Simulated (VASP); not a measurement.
# ScH5 (P6/mmm) in VASP: a series of runs

ScH5 is run at these levels: PBE; tasks: single point, relaxation of cell and atoms.

Program: VASP 6.6.1. These are calculated values, not measurements. Logs are shortened: lines on timing, memory, paths and dates and some standing lists are left out, and cuts for length are marked.

### Step 1. The cell of the first run

Symmetry: P6/mmm, No. 191, hexagonal system. The conventional cell has a = 3.394 Å, b = 3.394 Å, c = 3.988 Å, α = 90.00°, β = 90.00°, γ = 120.00°. Within 2.6 Å of Sc (site symmetry 6/mmm) lie 14 H at 1.99 to 2.07 Å. Within 1.8 Å of H (site symmetry 3m) lie 1 H at 1.35 Å. H (site symmetry 6/mmm) has 2 Sc at 1.99 Å and 12 H at 2.36 Å within 2.6 Å.

### Step 2. Single point, PBE

INCAR

```
ALGO     = Normal         # electronic algorithm
EDIFF    = 1E-7           # SCF threshold, eV
ENCUT    = 520            # plane-wave cutoff, eV
GGA      = PE             # functional
ISIF     = 2              # what is computed and relaxed
ISMEAR   = 0              # smearing method
LASPH    = True           # aspherical terms in the spheres
LCHARG   = True           # write CHGCAR
LELF     = True           # ELF
LREAL    = False          # projectors in reciprocal space
LVHAR    = True         
LWAVE    = False          # write WAVECAR
NBANDS   = 17             # bands
NELM     = 60             # most SCF steps
PREC     = Accurate       # precision mode
SIGMA    = 0.1            # smearing width, eV
```

KPOINTS

```
k-points
0
Gamma
  12 12 10
```

POSCAR

```
ScH5
1.0
    3.3944329939      0.0000000000      0.0000000000
   -1.6972164970      2.9396652041      0.0000000000
    0.0000000000      0.0000000000      3.9875025885
Sc H
1 5
Direct
    0.0000000000      0.0000000000      0.5000000000
    0.3333333333      0.6666666667      0.6688433441
    0.6666666667      0.3333333333      0.6688433441
    0.6666666667      0.3333333333      0.3311566559
    0.3333333333      0.6666666667      0.3311566559
    0.0000000000      0.0000000000      0.0000000000
```

Potentials or basis: VASP PAW PBE potentials, release 64 (Sc_sv, H).

On the command line:

```sh
$ cat potpaw_PBE.64/Sc_sv/POTCAR potpaw_PBE.64/H/POTCAR > POTCAR
$ mpirun -np 1 vasp_std > vasp.out
```

OUTCAR:

```text
EDIFF = 1E-7
   ENCUT = 520
   GGA = PE
   ISIF = 2
   ISMEAR = 0
   LASPH = True
   LREAL = False
   NELM = 60
   PREC = Accurate

 ion  position               nearest neighbor table
   1  0.000  0.000  0.500-   6 1.99   6 1.99   4 2.07   5 2.07   2 2.07   3 2.07   2 2.07   5 2.07
                             3 2.07   4 2.07   3 2.07   4 2.07   2 2.07   5 2.07
   2  0.333  0.667  0.669-   1 2.07   1 2.07   1 2.07
   3  0.667  0.333  0.669-   1 2.07   1 2.07   1 2.07
   4  0.667  0.333  0.331-   1 2.07   1 2.07   1 2.07
   5  0.333  0.667  0.331-   1 2.07   1 2.07   1 2.07
   6  0.000  0.000  0.000-   1 1.99   1 1.99

  LATTYP: Found a hexagonal cell.
 ALAT       =     3.3944329939
 C/A-ratio  =     1.1747183096

  Lattice vectors:

 A1 = (   3.3944329939,   0.0000000000,   0.0000000000)
 A2 = (  -1.6972164970,   2.9396652041,   0.0000000000)
 A3 = (   0.0000000000,   0.0000000000,   3.9875025885)

Analysis of symmetry for initial positions (statically):
=====================================================================
 Subroutine PRICEL returns:
 Original cell was already a primitive cell.

 Routine SETGRP: Setting up the symmetry group for a
 hexagonal supercell.

 Subroutine GETGRP returns: Found 24 space group operations
 (whereof 24 operations were pure point group operations)
 out of a pool of 24 trial point group operations.

The static configuration has the point symmetry D_6h.

Analysis of symmetry for dynamics (positions and initial velocities):
=====================================================================
 Subroutine PRICEL returns:
 Original cell was already a primitive cell.

 Routine SETGRP: Setting up the symmetry group for a
 hexagonal supercell.

 Subroutine GETGRP returns: Found 24 space group operations
 (whereof 24 operations were pure point group operations)
 out of a pool of 24 trial point group operations.

The dynamic configuration has the point symmetry D_6h.

 Subroutine INISYM returns: Found 24 space group operations
 (whereof 24 operations are pure point group operations),
 and found     1 'primitive' translations

----------------------------------------------------------------------------------------

                                     Primitive cell

  volume of cell :      39.7893

  direct lattice vectors                    reciprocal lattice vectors
     3.394432994  0.000000000  0.000000000     0.294600012  0.170087396  0.000000000
    -1.697216497  2.939665204  0.000000000     0.000000000  0.340174792  0.000000000
     0.000000000  0.000000000  3.987502588     0.000000000  0.000000000  0.250783536

  length of vectors
     3.394432994  3.394432994  3.987502588     0.340174792  0.340174792  0.250783536

  position of ions in fractional coordinates (direct lattice)
     0.000000000  0.000000000  0.500000000
     0.333333333  0.666666667  0.668843344
     0.666666667  0.333333333  0.668843344
     0.666666667  0.333333333  0.331156656
     0.333333333  0.666666667  0.331156656
     0.000000000  0.000000000  0.000000000

  ion indices of the primitive-cell ions
   primitive index   ion index
                 1           1
                 2           2
                 3           3
                 4           4
                 5           5
                 6           6

----------------------------------------------------------------------------------------

 KPOINTS: k-points

Automatic generation of k-mesh.
 Grid dimensions read from file:
 generate k-points for:   12   12   10

 Generating k-lattice:

  Cartesian coordinates                     Fractional coordinates (reciprocal lattice)
     0.024550001  0.014173950  0.000000000     0.083333333  0.000000000  0.000000000
     0.000000000  0.028347899  0.000000000     0.000000000  0.083333333  0.000000000
     0.000000000  0.000000000  0.025078354     0.000000000  0.000000000  0.100000000

  Length of vectors
     0.028347899  0.028347899  0.025078354

  Shift w.r.t. Gamma in fractional coordinates (k-lattice)
     0.000000000  0.000000000  0.000000000

 Subroutine IBZKPT returns following result:
 ===========================================

 Found    114 irreducible k-points:

 Following reciprocal coordinates:
            Coordinates               Weight
  0.000000  0.000000  0.000000      1.000000
  0.083333  0.000000  0.000000      6.000000
  0.166667  0.000000  0.000000      6.000000
  0.250000  0.000000  0.000000      6.000000
  0.333333  0.000000  0.000000      6.000000
  0.416667  0.000000  0.000000      6.000000
[... 16 lines left out ...]
  0.250000  0.000000  0.100000     12.000000
  0.333333  0.000000  0.100000     12.000000
 [... further k-points ...]
   k-points           NKPTS =    114   k-points in BZ     NKDIM =    114   number of bands    NBANDS=     17
   number of dos      NEDOS =    301   number of ions     NIONS =      6
   total plane-waves  NPLWV =  23520
   dimension x,y,z NGX =    28 NGY =   28 NGZ =   30
   dimension x,y,z NGXF=    56 NGYF=   56 NGZF=   60
   ions per type =               1   5
   NGX,Y,Z   is equivalent  to a cutoff of  13.71, 13.71, 12.51 a.u.
   NGXF,Y,Z  is equivalent  to a cutoff of  27.43, 27.43, 25.02 a.u.
 SYSTEM =  unknown system
   PREC   = accura    normal or accurate (medium, high low for compatibility)
   ISTART =      0    job   : 0-new  1-cont  2-samecut
   ICHARG =      2    charge: 1-file 2-atom 10-const
   ISPIN  =      1    spin polarized calculation?
   LNONCOLLINEAR =      F non collinear calculations
   LSORBIT =      F    spin-orbit coupling
   LASPH  =      T    aspherical Exc in radial PAW
   ENCUT  =  520.0 eV  38.22 Ry    6.18 a.u.   6.31  6.31  7.41*2*pi/ulx,y,z
   NELM   =     60;   NELMIN=  2; NELMDL= -5     # of ELM steps
   EDIFF  = 0.1E-06   stopping-criterion for ELM
   LREAL  =      F    real-space projection
   EDIFFG = 0.1E-05   stopping-criterion for IOM
   NSW    =      0    number of steps for IOM
   IBRION =     -1    ionic relax: 0-MD 1-quasi-New 2-CG
   NFREE  =      0    steps in history (QN), initial steepest desc. (CG)
   ISIF   =      2    stress and relaxation
   ISYM   =      2    0-nonsym 1-usesym 2-fastsym
   POTIM  = 0.5000    time-step for ionic-motion
   TEBEG  =    0.0;   TEEND  =   0.0 temperature during run
   PSTRESS=    0.0 pullay stress
   NELECT =      16.0000    total number of electrons
   NUPDOWN=      -1.0000    fix difference up-down
   EMIN   =  10.00;   EMAX   =-10.00  energy-range for DOS
   EFERMI =   0.00;   METHOD = LEGACY
   ISMEAR =     0;   SIGMA  =   0.10  broadening in eV -4-tet -1-fermi 0-gaus
   EFERMI_NEDOS =   21; number of points for ismear=-14 and -15
   IALGO  =     38    algorithm
   IMIX   =      4    mixing-type and parameters
     AMIX     =   0.40;   BMIX     =  1.00
     AMIX_MAG =   1.60;   BMIX_MAG =  1.00
  volume/ion in A,a.u.               =       6.63        44.75
  Fermi-wavevector in a.u.,A,eV,Ry     =   1.208350  2.283451 19.866003  1.460110
  Thomas-Fermi vector in A             =   2.343961
   LORBIT       =      0    0 simple, 1 ext, 2 COOP (PROOUT), +10 PAW based schemes
   GGA     = PE    functional components
   LHFCALC =     F    Hartree Fock is set to
   AEXX    =    0.0000 exact exchange contribution
   IVDW    =     0    specifies the selected vdW correction
   LEPSILON=     F    determine dielectric tensor
   LRPA    =     F    only Hartree local field effects (RPA)
 non-spin polarized calculation
 Gauss-broadening in eV      SIGMA  =   0.10
  energy-cutoff  :      520.00
  volume of cell :       39.79
 maximum number of plane-waves:      1089
 NGX is ok and might be reduce to    28
   NGX = 13   NGY = 13   NGZ = 15

 number of electron      16.0000000 magnetization

 Free energy of the ion-electron system (eV)
  ---------------------------------------------------
  ext. energy  EPLUGINS =         0.00000000
  ---------------------------------------------------
  free energy    TOTEN  =       -22.78390759 eV

  energy without entropy =      -22.78134450  energy(sigma->0) =      -22.78262605

 E-fermi :   1.9768     XC(G=0): -10.0048

 val. band max:        1.9384705318   @ k =   0.1667   0.0000   0.3000
 cond. band min:       1.9941507867   @ k =   0.3333   0.2500   0.1000
 fundamental gap:      0.0556802549
 Fermi energy:         1.9767767186

 k-point     1 :       0.0000    0.0000    0.0000
  band No.  band energies     occupation
      1     -46.8643      2.00000
      2     -25.5134      2.00000
      3     -25.5134      2.00000
      4     -25.3351      2.00000
      5      -8.2864      2.00000
      6      -1.3127      2.00000
[... 9 lines left out ...]
     16      14.7674      0.00000
     17      14.7674      0.00000

 k-point     2 :       0.0833    0.0000    0.0000
  band No.  band energies     occupation
      1     -46.8620      2.00000
      2     -25.5358      2.00000
      3     -25.5176      2.00000
      4     -25.3320      2.00000
      5      -8.1506      2.00000
      6      -1.2635      2.00000
[... 9 lines left out ...]
     16      13.9939      0.00000
     17      14.5820      0.00000

 k-point     3 :       0.1667    0.0000    0.0000
  band No.  band energies     occupation
      1     -46.8559      2.00000
      2     -25.5964      2.00000
      3     -25.5289      2.00000
      4     -25.3237      2.00000
      5      -7.7579      2.00000
      6      -1.1361      2.00000
[... 9 lines left out ...]
     16      12.7801      0.00000
     17      14.3411      0.00000

 k-point     4 :       0.2500    0.0000    0.0000
  band No.  band energies     occupation
      1     -46.8476      2.00000
      2     -25.6776      2.00000
      3     -25.5443      2.00000
      4     -25.3124      2.00000
      5      -7.1511      2.00000
      6      -2.1802      2.00000
[... 9 lines left out ...]
     16      11.5804      0.00000
     17      14.2776      0.00000
[... 343 lines left out ...]
      1     -46.8557      2.00000
      2     -25.5961      2.00000
      3     -25.5287      2.00000
      4     -25.3285      2.00000
      5      -7.7012      2.00000
      6      -1.4024      2.00000
[... 9 lines left out ...]
     16      12.9132      0.00000
     17      14.2694      0.00000

 k-point    23 :       0.2500    0.0000    0.1000
  band No.  band energies     occupation
      1     -46.8474      2.00000
      2     -25.6773      2.00000
      3     -25.5441      2.00000
      4     -25.3170      2.00000
      5      -7.0955      2.00000
      6      -2.1554      2.00000
[... 9 lines left out ...]
     16      11.7123      0.00000
     17      13.9577      0.00000

 k-point    24 :       0.3333    0.0000    0.1000
  band No.  band energies     occupation
      1     -46.8390      2.00000
      2     -25.7569      2.00000
      3     -25.5594      2.00000
      4     -25.3055      2.00000
      5      -6.3434      2.00000
      6      -3.0872      2.00000
[... 9 lines left out ...]
     16      10.6026      0.00000
     17      13.6985      0.00000

 [... further k-points ...]
[... 5 lines left out ...]
  --------------------------------------------------------------------------------------
  -------------------------------------------------------------------------------------
  Total        0.0191505      0.0191505      0.0174642     -0.0000000      0.0000000      0.0000000
  in kB        0.7711258      0.7711258      0.7032240     -0.0000000      0.0000000      0.0000000
  external PRESSURE =       0.7484919 kB  Pullay stress =       0.0000000 kB

 VOLUME and BASIS-vectors are now :
 -----------------------------------------------------------------------------
  energy-cutoff  :      520.00
  volume of cell :       39.79
      direct lattice vectors                 reciprocal lattice vectors
     3.394432994  0.000000000  0.000000000     0.294600012  0.170087396  0.000000000
    -1.697216497  2.939665204  0.000000000     0.000000000  0.340174792  0.000000000
     0.000000000  0.000000000  3.987502588     0.000000000  0.000000000  0.250783536

 POSITION                                       TOTAL-FORCE (eV/Angst)
 -----------------------------------------------------------------------------------
      0.00000      0.00000      1.99375        -0.000000      0.000000      0.000000
     -0.00000      1.95978      2.66701        -0.000000     -0.000000      0.012710
      1.69722      0.97989      2.66701         0.000000      0.000000      0.012710
      1.69722      0.97989      1.32049         0.000000      0.000000     -0.012710
     -0.00000      1.95978      1.32049        -0.000000      0.000000     -0.012710
      0.00000      0.00000      0.00000        -0.000000      0.000000      0.000000
 -----------------------------------------------------------------------------------
    total drift:                               -0.000000     -0.000000      0.000000

  FREE ENERGIE OF THE ION-ELECTRON SYSTEM (eV)
  ---------------------------------------------------
  free  energy   TOTEN  =       -22.7839075906 eV

  energy  without entropy=      -22.7813445033  energy(sigma->0) =      -22.78262605
```

Run time: 63 s. Hardware: 1 thread of Intel Xeon Platinum 8488C (Sapphire Rapids), shared host; peak memory 0.21 GiB.

Results:

* Free energy: -22.7839 eV
* Pressure: 0.1 GPa
* Largest force: 0.013 eV/Å
* Band gap on the k mesh: zero (band 8 reaches 3.41 eV, above the bottom of band 9 at 0.38 eV)

Forces on the atoms (eV/Å):
```
Sc   0.000  0.000  0.000
H    0.000  0.000  0.013
H    0.000  0.000  0.013
H    0.000  0.000 -0.013
H    0.000  0.000 -0.013
H    0.000  0.000  0.000
```

### Step 3. Relaxation of cell and atoms, PBE

This run uses another cell than the first one, of 6.72 Å³/atom, 1.013 times its volume.

INCAR

```
ALGO = Normal
EDIFF = 1E-6
EDIFFG = -0.01
ENCUT = 600
GGA = PE
IBRION = 2
ISIF = 3
ISMEAR = 0
LASPH = T
LCHARG = F
LREAL = F
LWAVE = F
NELM = 80
NSW = 100
PREC = Accurate
SIGMA = 0.1
```

KPOINTS is that of step 2.

POSCAR

```
ScH5
1.0
    3.4130894405      0.0000000000      0.0000000000
   -1.7065447203      2.9558221609      0.0000000000
    0.0000000000      0.0000000000      3.9968098469
Sc H
1 5
Direct
    0.0000000000      0.0000000000      0.5000000000
    0.3333333333      0.6666666667      0.6628536079
    0.6666666667      0.3333333333      0.6628536079
    0.6666666667      0.3333333333      0.3371463921
    0.3333333333      0.6666666667      0.3371463921
    0.0000000000      0.0000000000      0.0000000000
```

Potentials or basis: VASP PAW PBE potentials, release 64 (Sc_sv, H).

On the command line:

```sh
$ cat potpaw_PBE.64/Sc_sv/POTCAR potpaw_PBE.64/H/POTCAR > POTCAR
$ mpirun -np 1 vasp_std > vasp.out
```

Wall time 2.6 min (1 thread of Intel Xeon Platinum 8488C (Sapphire Rapids), shared host); peak memory 0.22 GiB.

Results (log left out):

- Free energy: -22.7866 eV
- Relaxed volume: 6.63 Å³/atom
- Relaxed cell: a = 3.395 Å, b = 3.395 Å, c = 3.988 Å, α = 90.00°, β = 90.00°, γ = 120.00°
- Space group after relaxing (to 0.05 Å): P6/mmm (No. 191)
- Energy gained by relaxing: 0.5 meV/atom
- Ionic steps: 6
- Pressure after relaxing: 0.1 GPa
- Band gap on the k mesh: zero (band 8 reaches 3.40 eV, above the bottom of band 9 at 0.36 eV)

Forces in eV/Å, atoms in the order of the input:
```
Sc   0.000  0.000  0.000
H    0.000  0.000  0.002
H    0.000  0.000  0.002
H    0.000  0.000 -0.002
H    0.000  0.000 -0.002
H    0.000  0.000  0.000
```

The path:
```tsv
step	energy change (eV)	largest force (eV/Å)	pressure (GPa)	volume (Å³)
1	0.0000	0.0574	-0.12	40.32
2	-0.0006	0.0498	-0.19	40.29
3	-0.0020	0.0272	-0.24	40.20
4	-0.0028	0.0158	-0.41	40.02
5	-0.0028	0.0070	-0.36	40.06
6	-0.0031	0.0021	0.14	39.80
```

Final structure:
```
CELL_PARAMETERS angstrom
3.39478 0.00000 0.00000
-1.69739 2.93997 0.00000
0.00000 0.00000 3.98792
ATOMIC_POSITIONS crystal
Sc 0.00000 0.00000 0.50000
H 0.33333 0.66667 0.66947
H 0.66667 0.33333 0.66947
H 0.66667 0.33333 0.33053
H 0.33333 0.66667 0.33053
H 0.00000 0.00000 0.00000
```

Levels at points of the mesh, in eV from the Fermi level:
```tsv
k point	band 5	band 6	band 7	band 8	band 9	band 10	band 11	band 12
(0.00, 0.00, 0.00)	-10.24	-3.28	-1.51	-1.13	1.13	1.13	3.46	3.46
(0.50, 0.00, 0.00)	-6.79	-6.61	-2.75	-1.78	2.73	3.00	3.71	4.79
(0.00, 0.00, 0.50)	-9.51	-5.39	-0.86	1.23	1.23	2.64	2.94	3.12
(0.50, 0.00, 0.50)	-6.22	-6.14	-3.37	-2.02	2.47	2.68	3.41	3.72
```
